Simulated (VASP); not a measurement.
# MnO2 (P4_2/mnm) in VASP: notebook

MnO2 is run at these levels: PBEsol; tasks: single point.

Everything below comes from runs of VASP 6.6.1. Logs are shortened: lines on timing, memory, paths and dates and some standing lists are left out, and cuts for length are marked.

### 1 The cell of the first run

The structure is tetragonal, space group P4_2/mnm (No. 136). Conventional cell: a = 4.341 Å, b = 4.341 Å, c = 2.828 Å, α = 90.00°, β = 90.00°, γ = 90.00°. Mn (site symmetry mmm) has 6 O at 1.85 to 1.87 Å within 2.5 Å. Within 2.5 Å of O (site symmetry m2m) lie 3 Mn at 1.85 to 1.87 Å and 1 O at 2.40 Å.

### 2 Single point, PBEsol, collinear spin, ferromagnetic start

INCAR

```
PREC = Accurate ; ENCUT = 700
EDIFF = 1E-6 ; ISMEAR = -1
SIGMA = 0.05 ; LREAL = F
LASPH = T ; NELM = 200
ALGO = Normal ; ISIF = 2
LWAVE = F ; LCHARG = F
ISPIN = 2 ; MAGMOM = 4 4 0 0 0 0
LORBIT = 11 ; LMAXMIX = 4
GGA = PS ; NBANDS = 40
GGA_COMPAT = F
```

KPOINTS

```
regular mesh
0
Gamma
  6 6 9
```

POSCAR

```
MnO2
1.0
    4.3409460560      0.0000000000      0.0000000000
    0.0000000000      4.3409460560      0.0000000000
    0.0000000000      0.0000000000      2.8283288935
Mn O
2 4
Direct
    0.5000000000      0.5000000000      0.5000000000
    0.0000000000      0.0000000000      0.0000000000
    0.8049161500      0.1950838500      0.5000000000
    0.6950838500      0.6950838500      0.0000000000
    0.1950838500      0.8049161500      0.5000000000
    0.3049161500      0.3049161500      0.0000000000
```

Potentials or basis: VASP PAW PBE potentials, release 64 (Mn_sv, O).

Started as:

```bash
cat potpaw_PBE.64/Mn_sv/POTCAR potpaw_PBE.64/O/POTCAR > POTCAR
mpirun -np 1 vasp_std > vasp.out
```

OUTCAR:

```text
PREC = Accurate
   ENCUT = 700
   EDIFF = 1E-6
   ISMEAR = -1
   LREAL = F
   LASPH = T
   NELM = 200
   ISIF = 2
   ISPIN = 2
   LORBIT = 11
   GGA = PS

 ion  position               nearest neighbor table
   1  0.500  0.500  0.500-   4 1.85   6 1.85   4 1.85   6 1.85   5 1.87   3 1.87
   2  0.000  0.000  0.000-   3 1.85   5 1.85   3 1.85   5 1.85   4 1.87   6 1.87
   3  0.805  0.195  0.500-   2 1.85   2 1.85   1 1.87
   4  0.695  0.695  0.000-   1 1.85   1 1.85   2 1.87
   5  0.195  0.805  0.500-   2 1.85   2 1.85   1 1.87
   6  0.305  0.305  0.000-   1 1.85   1 1.85   2 1.87

  LATTYP: Found a simple tetragonal cell.
 ALAT       =     4.3409460560
 C/A-ratio  =     0.6515466576

  Lattice vectors:

 A1 = (   4.3409460560,   0.0000000000,   0.0000000000)
 A2 = (   0.0000000000,   4.3409460560,   0.0000000000)
 A3 = (   0.0000000000,   0.0000000000,   2.8283288935)

Analysis of symmetry for initial positions (statically):
=====================================================================
 Subroutine PRICEL returns:
 Original cell was already a primitive cell.

 Routine SETGRP: Setting up the symmetry group for a
 simple tetragonal supercell.

 Subroutine GETGRP returns: Found 16 space group operations
 (whereof  8 operations were pure point group operations)
 out of a pool of 16 trial point group operations.

The static configuration has the point symmetry D_2h.
 The point group associated with its full space group is D_4h.

Analysis of symmetry for dynamics (positions and initial velocities):
=====================================================================
 Subroutine PRICEL returns:
 Original cell was already a primitive cell.

 Routine SETGRP: Setting up the symmetry group for a
 simple tetragonal supercell.

 Subroutine GETGRP returns: Found 16 space group operations
 (whereof  8 operations were pure point group operations)
 out of a pool of 16 trial point group operations.

The dynamic configuration has the point symmetry D_2h.
 The point group associated with its full space group is D_4h.

Analysis of structural, dynamic, and magnetic symmetry:
=====================================================================
 Subroutine PRICEL returns:
 Original cell was already a primitive cell.

 Routine SETGRP: Setting up the symmetry group for a
 simple tetragonal supercell.

 Subroutine GETGRP returns: Found 16 space group operations
 (whereof  8 operations were pure point group operations)
 out of a pool of 16 trial point group operations.

The overall configuration has the point symmetry D_2h.
 The point group associated with its full space group is D_4h.

[... 144 lines left out ...]
 number of electron      54.0000015 magnetization       5.9207133

 Free energy of the ion-electron system (eV)
  ---------------------------------------------------
  ext. energy  EPLUGINS =         0.00000000
  ---------------------------------------------------
  free energy    TOTEN  =       -50.75190904 eV

  energy without entropy =      -50.74242524  energy(sigma->0) =      -50.74716714

 E-fermi :   7.4027     XC(G=0): -12.6047

 val. band max:        7.3736401652   @ k =   0.5000   0.5000   0.0000
 cond. band min:       7.4543139581   @ k =   0.1667   0.0000   0.0000
 fundamental gap:      0.0806737929
 Fermi energy:         7.4027390600

 spin component 1

 k-point     1 :       0.0000    0.0000    0.0000
  band No.  band energies     occupation
      1     -74.3660      1.00000
      2     -74.3623      1.00000
      3     -43.2463      1.00000
      4     -43.2364      1.00000
      5     -43.1647      1.00000
      6     -43.1647      1.00000
[... 997 lines left out ...]
     38      21.2046      0.00000
     39      22.7934      0.00000

 [... further k-points ...]

 spin component 2

 k-point     1 :       0.0000    0.0000    0.0000
  band No.  band energies     occupation
      1     -71.3997      1.00000
      2     -71.3953      1.00000
      3     -40.3585      1.00000
      4     -40.3463      1.00000
      5     -40.2828      1.00000
      6     -40.2828      1.00000
[... 997 lines left out ...]
     38      21.8027      0.00000
     39      23.2537      0.00000

 [... further k-points ...]

 [bands above 39 left out]

------------------------ aborting loop because EDIFF is reached ----------------------------------------

  FORCE on cell =-STRESS in cart. coord.  units (eV):
  Direction    XX          YY          ZZ          XY          YZ          ZX
  --------------------------------------------------------------------------------------
  -------------------------------------------------------------------------------------
  Total        2.4541411      2.4541411      2.2257265      0.0000000      0.0000000      0.0000000
  in kB       73.7753756     73.7753756     66.9088705      0.0000000      0.0000000      0.0000000
  external PRESSURE =      71.4865405 kB  Pullay stress =       0.0000000 kB

 VOLUME and BASIS-vectors are now :
 -----------------------------------------------------------------------------
  energy-cutoff  :      700.00
  volume of cell :       53.30
      direct lattice vectors                 reciprocal lattice vectors
     4.340946056  0.000000000  0.000000000     0.230364530  0.000000000  0.000000000
     0.000000000  4.340946056  0.000000000     0.000000000  0.230364530  0.000000000
     0.000000000  0.000000000  2.828328894     0.000000000  0.000000000  0.353565670

 POSITION                                       TOTAL-FORCE (eV/Angst)
 -----------------------------------------------------------------------------------
      2.17047      2.17047      1.41416        -0.000000      0.000000      0.000000
      0.00000      0.00000      0.00000        -0.000000      0.000000      0.000000
      3.49410      0.84685      1.41416        -0.095731      0.095731     -0.000000
      3.01732      3.01732      0.00000         0.095731      0.095731     -0.000000
      0.84685      3.49410      1.41416         0.095731     -0.095731      0.000000
      1.32362      1.32362      0.00000        -0.095731     -0.095731      0.000000
 -----------------------------------------------------------------------------------
    total drift:                                0.000000      0.000000     -0.000000

  FREE ENERGIE OF THE ION-ELECTRON SYSTEM (eV)
  ---------------------------------------------------
  free  energy   TOTEN  =       -50.7519090376 eV

  energy  without entropy=      -50.7424252362  energy(sigma->0) =      -50.74716714

 total charge

# of ion       s       p       d       tot
------------------------------------------
    1        2.216   6.126   4.460  12.802
    2        2.216   6.126   4.460  12.802
    3        1.560   3.478   0.000   5.038
    4        1.560   3.478   0.000   5.038
    5        1.560   3.478   0.000   5.038
    6        1.560   3.478   0.000   5.038
--------------------------------------------------
tot         10.674  26.163   8.920  45.757

 magnetization (x)

# of ion       s       p       d       tot
------------------------------------------
    1        0.015   0.014   2.514   2.543
    2        0.015   0.014   2.514   2.543
    3        0.000   0.104   0.000   0.104
    4        0.000   0.104   0.000   0.104
    5        0.000   0.104   0.000   0.104
    6        0.000   0.104   0.000   0.104
--------------------------------------------------
tot          0.031   0.443   5.028   5.502
```

OSZICAR:

```text
N       E                     dE             d eps       ncg     rms          rms(c)
DAV:   1     0.106391053350E+04    0.10639E+04   -0.33947E+04  8440   0.298E+03
DAV:   2     0.503822978187E+02   -0.10135E+04   -0.96231E+03  8128   0.723E+02
DAV:   3    -0.564052489106E+02   -0.10679E+03   -0.10257E+03 10072   0.263E+02
DAV:   4    -0.647307772239E+02   -0.83255E+01   -0.82582E+01 14712   0.670E+01
DAV:   5    -0.656317604117E+02   -0.90098E+00   -0.89976E+00 12840   0.167E+01    0.447E+01
DAV:   6    -0.609400234688E+02    0.46917E+01   -0.64044E+01 12496   0.137E+02    0.693E+01
DAV:   7    -0.519417339209E+02    0.89983E+01   -0.85126E+01 11576   0.126E+02    0.171E+01
DAV:   8    -0.507481361780E+02    0.11936E+01   -0.42070E+00 12288   0.300E+01    0.997E+00
DAV:   9    -0.507759074607E+02   -0.27771E-01   -0.78673E-01 14960   0.115E+01    0.603E+00
DAV:  10    -0.507779409852E+02   -0.20335E-02   -0.95122E-02 12856   0.291E+00    0.366E+00
DAV:  11    -0.507523234838E+02    0.25618E-01   -0.54029E-02 12936   0.457E+00    0.112E+00
DAV:  12    -0.507529429864E+02   -0.61950E-03   -0.59444E-03 11624   0.673E-01    0.479E-01
DAV:  13    -0.507522819168E+02    0.66107E-03   -0.65228E-04 13144   0.422E-01    0.270E-01
DAV:  14    -0.507518940085E+02    0.38791E-03   -0.82836E-04 12944   0.516E-01    0.528E-02
DAV:  15    -0.507519111294E+02   -0.17121E-04   -0.12271E-04 11664   0.122E-01    0.268E-02
DAV:  16    -0.507519094594E+02    0.16700E-05   -0.51928E-06 10576   0.301E-02    0.124E-02
DAV:  17    -0.507519090376E+02    0.42181E-06   -0.80526E-07  6600   0.108E-02
   1 F= -.50751909E+02 E0= -.50747167E+02  d E =-.948380E-02  mag=     5.9206
```

Run time: 6.1 min. Hardware: 1 thread of Intel Xeon Platinum 8259CL at 2.50GHz (Skylake/Cascade Lake), shared host; peak memory 0.37 GiB.

Results:

| Quantity | Value |
| --- | --- |
| Free energy | -50.7519 eV |
| Pressure | 7.1 GPa |
| Largest force | 0.135 eV/Å |
| Net moment | 5.92 μB per cell |
| Site moments | Mn +2.54; O +0.10 μB |
| Valence electrons inside the program's atomic spheres | Mn 12.80; O 5.04 |

Forces on the atoms (eV/Å):
```
Mn   0.000  0.000  0.000
Mn   0.000  0.000  0.000
O   -0.096  0.096  0.000
O    0.096  0.096  0.000
O    0.096 -0.096  0.000
O   -0.096 -0.096  0.000
```

Caveat: the cell stands under pressure; the PAW data sets were made with another functional, which shifts forces and pressure a little; semilocal functionals often make such compounds metallic where correlation or magnetic order opens a gap, which also shifts bond lengths; the run started ferromagnetic, and an antiferromagnetic order may lie lower in energy. With open d or f shells a metallic result of PBEsol can be an artefact of self-interaction; +U or a hybrid may open a gap.

### 3 Single point, PBEsol, collinear spin, ferromagnetic start

This run uses another cell than the first one, of 9.81 Å³/atom.

INCAR

```
PREC = Accurate
ENCUT = 700
EDIFF = 1E-6
ISMEAR = -1
SIGMA = 0.05
LREAL = False
LASPH = True
NELM = 200
ALGO = Normal
ISIF = 2
LWAVE = False
LCHARG = False
ISPIN = 2
MAGMOM = 4 4 0 0 0 0
LORBIT = 11
LMAXMIX = 4
GGA = PS
NBANDS = 40
GGA_COMPAT = False
```

KPOINTS

```
Automatic mesh
0
Gamma
  6 6 9
```

Edit POSCAR of step 2 so:

```diff
@@ -2,5 +2,5 @@
 1.0
-    4.3409460560      0.0000000000      0.0000000000
-    0.0000000000      4.3409460560      0.0000000000
-    0.0000000000      0.0000000000      2.8283288935
+    4.4867230866      0.0000000000      0.0000000000
+    0.0000000000      4.4867230866      0.0000000000
+    0.0000000000      0.0000000000      2.9233094305
 Mn O
```

Potentials or basis: VASP PAW PBE potentials, release 64 (Mn_sv, O).

Started as:

```bash
cat potpaw_PBE.64/Mn_sv/POTCAR potpaw_PBE.64/O/POTCAR > POTCAR
mpirun -np 1 vasp_std > vasp.out
```

It took 4.6 min on 1 thread of Intel Xeon Platinum 8488C (Sapphire Rapids), shared host; peak memory 0.4 GiB.

Results (log left out):

```yaml
Free_energy: -50.5782 eV
Pressure: -15.9 GPa
Largest_force: 0.293 eV/Å
Band_gap_on_the_k_mesh: zero (filled and empty bands overlap)
Net_moment: 6.00 μB per cell
Site_moments: Mn +2.65; O +0.07 μB
Valence_electrons_inside_the_program's_atomic_spheres: Mn 12.69; O 4.97
```

Forces on the atoms (eV/Å):
```
Mn   0.000  0.000  0.000
Mn   0.000  0.000  0.000
O    0.207 -0.207  0.000
O   -0.207 -0.207  0.000
O   -0.207  0.207  0.000
O    0.207  0.207  0.000
```

Stress tensor (GPa, compression positive):
```
-14.35   0.00   0.00
  0.00 -14.35   0.00
  0.00   0.00 -19.04
```

Levels at points of the mesh, in eV from the Fermi level:
Spin up:
| k point | band 26 | band 27 | band 28 | band 29 | band 30 | band 31 | band 32 | band 33 | band 34 | band 35 |
| --- | --- | --- | --- | --- | --- | --- | --- | --- | --- | --- |
| (0.00, 0.00, 0.00) | -1.62 | -1.14 | -1.14 | -0.57 | -0.39 | -0.15 | 2.48 | 2.48 | 3.14 | 6.99 |
| (0.50, 0.00, 0.00) | -1.57 | -1.37 | -1.37 | -0.65 | -0.65 | 1.96 | 1.96 | 2.25 | 2.25 | 9.38 |
| (0.50, 0.50, 0.00) | -2.45 | -2.04 | -2.04 | -0.02 | -0.02 | 1.19 | 1.19 | 2.45 | 2.45 | 10.73 |
Spin down:
| k point | band 21 | band 22 | band 23 | band 24 | band 25 | band 26 | band 27 | band 28 |
| --- | --- | --- | --- | --- | --- | --- | --- | --- |
| (0.00, 0.00, 0.00) | -1.59 | -0.88 | -0.88 | -0.30 | 0.21 | 0.46 | 0.62 | 0.62 |
| (0.50, 0.00, 0.00) | -2.72 | -2.72 | -1.10 | -1.10 | 0.82 | 0.82 | 1.16 | 1.16 |
| (0.50, 0.50, 0.00) | -2.41 | -2.41 | -1.85 | -1.85 | 0.22 | 0.22 | 0.63 | 0.63 |

Caveat: the cell stands under tension; the PAW data sets were made with another functional, which shifts forces and pressure a little; semilocal functionals often make such compounds metallic where correlation or magnetic order opens a gap, which also shifts bond lengths; the run started ferromagnetic, and an antiferromagnetic order may lie lower in energy.

[end of part 1 of 3]

The gap in the log of VASP goes by the Fermi energy; the results here count the filled bands.